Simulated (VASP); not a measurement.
# TiO2 in VASP: a series of runs, part 2 of 2

VASP 6.6.1. The steps go on from the part before.

### 4 Single point, PBE+D3(BJ)

INCAR

```
  PREC = Accurate
  ENCUT = 520
  EDIFF = 1E-7
  ISMEAR = 0
  SIGMA = 0.05
  LREAL = F
  LASPH = T
  NELM = 80
  ALGO = Normal
  ISIF = 2
  LWAVE = F
  LCHARG = F
  GGA = PE
  IVDW = 12
  NBANDS = 33
```

KPOINTS

```
regular mesh
0
Gamma
  8 8 8
```

POSCAR

```
TiO2
1.0
   -1.9015605000      1.9015605000      4.7573000000
    1.9015605000     -1.9015605000      4.7573000000
    1.8826395000      1.8826395000     -4.7573000000
Ti O
2 4
Direct
    0.0000000000      0.0000000000      0.0000000000
    0.7500000000      0.2500000000      0.5000000000
    0.2081000000      0.2081000000      0.0000000000
    0.9581000000      0.4581000000      0.5000000000
    0.5419000000      0.0419000000      0.5000000000
    0.7919000000      0.7919000000      0.0000000000
```

Potentials or basis: VASP PAW PBE potentials, release 64 (Ti_sv, O).

Started as:

```sh
$ cat potpaw_PBE.64/Ti_sv/POTCAR potpaw_PBE.64/O/POTCAR > POTCAR
$ mpirun -np 1 vasp_std > vasp.out
```

OUTCAR:

```text
PREC = Accurate
   ENCUT = 520
   EDIFF = 1E-7
   ISMEAR = 0
   LREAL = F
   LASPH = T
   NELM = 80
   ISIF = 2
   GGA = PE
   IVDW = 12
 IVDW          = 12

 ion  position               nearest neighbor table
   1  0.000  0.000  0.000-   5 1.93   4 1.93   5 1.93   4 1.93   3 1.98   6 1.98
   2  0.750  0.250  0.500-   6 1.93   3 1.93   6 1.93   3 1.93   4 1.98   5 1.98
   3  0.208  0.208  0.000-   2 1.93   2 1.93   1 1.98
   4  0.958  0.458  0.500-   1 1.93   1 1.93   2 1.98
   5  0.542  0.042  0.500-   1 1.93   1 1.93   2 1.98
   6  0.792  0.792  0.000-   2 1.93   2 1.93   1 1.98

  LATTYP: Found a face centered orthorhombic cell.
 ALAT       =     5.3249086279
 B/A-ratio  =     1.0100502513
 C/A-ratio  =     1.7868100027

  Lattice vectors:

 A1 = (  -1.9015605000,   1.9015605000,   4.7573000000)
 A2 = (   1.8826395000,   1.8826395000,   4.7573000000)
 A3 = (  -0.0189210000,   3.7842000000,   0.0000000000)

Analysis of symmetry for initial positions (statically):
=====================================================================
 Subroutine PRICEL returns:
 Original cell was already a primitive cell.

 Routine SETGRP: Setting up the symmetry group for a
 face centered orthorhombic supercell.
[... 183 lines left out ...]
 Fermi energy:         3.6070000395

 k-point     1 :       0.0000    0.0000    0.0000
  band No.  band energies     occupation
      1     -52.9925      2.00000
      2     -52.9319      2.00000
      3     -29.4595      2.00000
      4     -29.2185      2.00000
      5     -29.2177      2.00000
      6     -29.1478      2.00000
[... 853 lines left out ...]
     32       9.8371      0.00000
     33      10.0399      0.00000

 [... further k-points ...]

------------------------ aborting loop because EDIFF is reached ----------------------------------------

 Edisp (eV)   -1.35563

 E8    (eV) :    -0.5387

  FORCE on cell =-STRESS in cart. coord.  units (eV):
  Direction    XX          YY          ZZ          XY          YZ          ZX
  --------------------------------------------------------------------------------------
  -------------------------------------------------------------------------------------
  Total       0.82208     0.82208     1.43458     0.24958    -0.00000    -0.00000
  in kB      19.33420    19.33420    33.73939     5.86989    -0.00000    -0.00000
  external pressure =       24.14 kB  Pullay stress =        0.00 kB

 VOLUME and BASIS-vectors are now :
 -----------------------------------------------------------------------------
  energy-cutoff  :      520.00
  volume of cell :       68.12
      direct lattice vectors                 reciprocal lattice vectors
    -1.901560500  1.901560500  4.757300000     0.001321316  0.264263253  0.105101633
     1.901560500 -1.901560500  4.757300000     0.264263253  0.001321316  0.105101633
     1.882639500  1.882639500 -4.757300000     0.265584569  0.265584569  0.000000000

 POSITION                                       TOTAL-FORCE (eV/Angst)
 -----------------------------------------------------------------------------------
      0.00000      0.00000      0.00000        -0.000000     -0.000000     -0.000000
     -0.00946      1.89210      2.37865        -0.000000     -0.000000     -0.000000
      0.00000      0.00000      1.97999        -0.000000      0.000000      0.130522
     -0.00946      1.89210      4.35864         0.000000     -0.000000      0.130522
     -0.00946      1.89210      0.39866         0.000000     -0.000000     -0.130522
      0.00000      0.00000      7.53461        -0.000000      0.000000     -0.130522
 -----------------------------------------------------------------------------------
    total drift:                                0.000000      0.000000      0.000000

  FREE ENERGIE OF THE ION-ELECTRON SYSTEM (eV)
  ---------------------------------------------------
  free  energy   TOTEN  =       -55.1801045223 eV

  energy  without entropy=      -55.1801045223  energy(sigma->0) =      -55.18010452
```

Wall time 5.8 min (1 thread of Intel Xeon Platinum 8375C at 2.90GHz (Ice Lake), shared host); peak memory 0.36 GiB.

Results:

```
Free energy                : -55.1801 eV
Pressure                   : 2.4 GPa
Largest force              : 0.131 eV/Å
Band gap on the k mesh     : 2.13 eV (least direct gap 2.43 eV)
Dispersion energy per atom : -0.226 eV
```

Forces in eV/Å, atoms in the order of the input:
```
Ti   0.000  0.000  0.000
Ti   0.000  0.000  0.000
O    0.000  0.000  0.131
O    0.000  0.000  0.131
O    0.000  0.000 -0.131
O    0.000  0.000 -0.131
```

Stress tensor (GPa, compression positive):
```
1.93 0.59 0.00
0.59 1.93 0.00
0.00 0.00 3.37
```

Caveat: three body term missing.

### 5 Single point, PBE+D3(BJ)

INCAR

```
SYSTEM = TiO2
PREC     = Accurate       ! precision mode
ENCUT    = 520            ! plane-wave cutoff, eV
EDIFF    = 1E-7           ! SCF threshold, eV
ISMEAR   = 0              ! smearing method
SIGMA    = 0.05           ! smearing width, eV
LREAL    = .FALSE.        ! projectors in reciprocal space
LASPH    = .TRUE.         ! aspherical terms in the spheres
NELM     = 60             ! most SCF steps
ALGO     = Normal         ! electronic algorithm
ISIF     = 2              ! what is computed and relaxed
LWAVE    = .FALSE.        ! write WAVECAR
LCHARG   = .FALSE.        ! write CHGCAR
GGA      = PE             ! functional
IVDW     = 12             ! dispersion correction
NBANDS   = 33             ! bands
```

KPOINTS

```
Automatic mesh
0
G
  8 8 8
  0 0 0
```

Changes to POSCAR since step 4:

```diff
@@ -2,5 +2,5 @@
 1.0
-   -1.9015605000      1.9015605000      4.7573000000
-    1.9015605000     -1.9015605000      4.7573000000
-    1.8826395000      1.8826395000     -4.7573000000
+   -1.8826395000      1.8826395000      4.7573000000
+    1.8826395000     -1.8826395000      4.7573000000
+    1.9015605000      1.9015605000     -4.7573000000
 Ti O
```

Started as:

```sh
$ cat potpaw_PBE.64/Ti_sv/POTCAR potpaw_PBE.64/O/POTCAR > POTCAR
$ mpirun -np 1 vasp_std > vasp.out
```

It took 5.7 min on 1 thread of Intel Xeon Platinum 8375C at 2.90GHz (Ice Lake), shared host; peak memory 0.37 GiB.

Results (log left out):

| Quantity | Value |
| --- | --- |
| Free energy | -55.1801 eV |
| Pressure | 2.4 GPa |
| Largest force | 0.131 eV/Å |
| Band gap on the k mesh | 2.13 eV (least direct gap 2.43 eV) |
| Dispersion energy per atom | -0.226 eV |

Forces on the atoms (eV/Å):
```
Ti   0.000  0.000  0.000
Ti   0.000  0.000  0.000
O    0.000  0.000  0.131
O    0.000  0.000  0.131
O    0.000  0.000 -0.131
O    0.000  0.000 -0.131
```

Stress tensor (GPa, compression positive):
```
 1.94 -0.59  0.00
-0.59  1.94  0.00
 0.00  0.00  3.38
```

Levels at points of the mesh, in eV from the valence-band top:
```
           k point  band 21  band 22  band 23  band 24  band 25  band 26  band 27  band 28
(0.00, 0.00, 0.00)    -0.74    -0.72    -0.48    -0.41     2.13     2.87     4.00     4.02
(0.50, 0.00, 0.00)    -1.94    -0.93    -0.81    -0.61     3.25     3.57     3.58     3.68
(0.50, 0.50, 0.00)    -2.04    -2.04    -0.01    -0.01     3.37     3.37     3.84     3.84
(0.00, 0.00, 0.50)    -2.03    -2.03    -0.01    -0.01     3.35     3.35     3.84     3.84
(0.50, 0.50, 0.50)    -1.23    -1.23    -0.10    -0.10     2.49     2.49     3.79     3.79
```

Caveat: three body term missing.

### 6 Single point, PBE+D3(BJ)

INCAR

```
ALGO = Normal
EDIFF = 1E-6
ENCUT = 520
GGA = PE
ISIF = 2
ISMEAR = 0
IVDW = 12
LASPH = T
LCHARG = F
LREAL = F
LWAVE = F
NBANDS = 33
NELM = 60
PREC = Accurate
SIGMA = 0.05
```

KPOINTS

```
k-points
0
Gamma
  8 8 8
```

Changes to POSCAR since step 5:

```diff
@@ -2,5 +2,5 @@
 1.0
-   -1.8826395000      1.8826395000      4.7573000000
-    1.8826395000     -1.8826395000      4.7573000000
-    1.9015605000      1.9015605000     -4.7573000000
+   -1.8731790000      1.8731790000      4.7573000000
+    1.8731790000     -1.8731790000      4.7573000000
+    1.9110210000      1.9110210000     -4.7573000000
 Ti O
```

Potentials or basis: VASP PAW PBE potentials, release 64 (Ti_sv, O).

Started as:

```sh
$ cat potpaw_PBE.64/Ti_sv/POTCAR potpaw_PBE.64/O/POTCAR > POTCAR
$ mpirun -np 1 vasp_std > vasp.out
```

Run time: 4.7 min. Hardware: 1 thread of Intel Xeon Platinum 8375C at 2.90GHz (Ice Lake), shared host; peak memory 0.35 GiB.

Results (log left out):

```yaml
Free_energy: -55.1763 eV
Pressure: 2.4 GPa
Largest_force: 0.128 eV/Å
Band_gap_on_the_k_mesh: 2.12 eV (least direct gap 2.41 eV)
Dispersion_energy_per_atom: -0.226 eV
```

Forces in eV/Å, atoms in the order of the input:
```
Ti   0.000  0.000  0.000
Ti   0.000  0.000  0.000
O    0.000  0.000  0.128
O    0.000  0.000  0.128
O    0.000  0.000 -0.128
O    0.000  0.000 -0.128
```

Stress tensor (GPa, compression positive):
```
 1.96 -1.18  0.00
-1.18  1.96  0.00
 0.00  0.00  3.38
```

Levels at points of the mesh, in eV from the valence-band top:
```csv
k point,band 21,band 22,band 23,band 24,band 25,band 26,band 27,band 28
"(0.00, 0.00, 0.00)",-0.76,-0.72,-0.53,-0.38,2.12,2.86,3.98,4.00
"(0.50, 0.00, 0.00)",-1.94,-0.94,-0.82,-0.62,3.24,3.56,3.57,3.67
"(0.50, 0.50, 0.00)",-2.05,-2.05,-0.02,-0.02,3.37,3.37,3.82,3.82
"(0.00, 0.00, 0.50)",-2.04,-2.04,-0.02,-0.02,3.33,3.33,3.83,3.83
"(0.50, 0.50, 0.50)",-1.24,-1.24,-0.10,-0.10,2.47,2.47,3.78,3.78
```

Caveat: three body term missing.

### 7 Summary

| cell | gap on the mesh (eV) | pressure (GPa) | largest force (eV/Å) |
| --- | --- | --- | --- |
| a = 5.458 Å, angles 139.4, 139.4, 58.7°, 6 atoms | 2.14 | 2.4 | 0.13 |
| a = 5.471, b = 5.471, c = 5.445 Å, angles 139.4, 139.4, 59.2°, 6 atoms | 2.12 | 2.4 | 0.13 |
| a = 5.465, b = 5.465, c = 5.452 Å, angles 139.4, 139.4, 59.0°, 6 atoms | 2.13 | 2.4 | 0.13 |
| a = 5.452, b = 5.452, c = 5.465 Å, angles 139.4, 139.4, 58.5°, 6 atoms | 2.13 | 2.4 | 0.13 |
| a = 5.445, b = 5.445, c = 5.471 Å, angles 139.4, 139.4, 58.2°, 6 atoms | 2.12 | 2.4 | 0.13 |

Alike in all rows: task single point; level PBE+D3(BJ); potentials or basis VASP PAW PBE potentials, release 64 (Ti_sv, O); no spin polarisation; k mesh 8 × 8 × 8; cutoff (eV) 520; smearing gaussian 0.05 eV.

Caveats: three body term missing.

Total energies depend on the potentials used, so only differences within one code and one set of settings carry meaning.
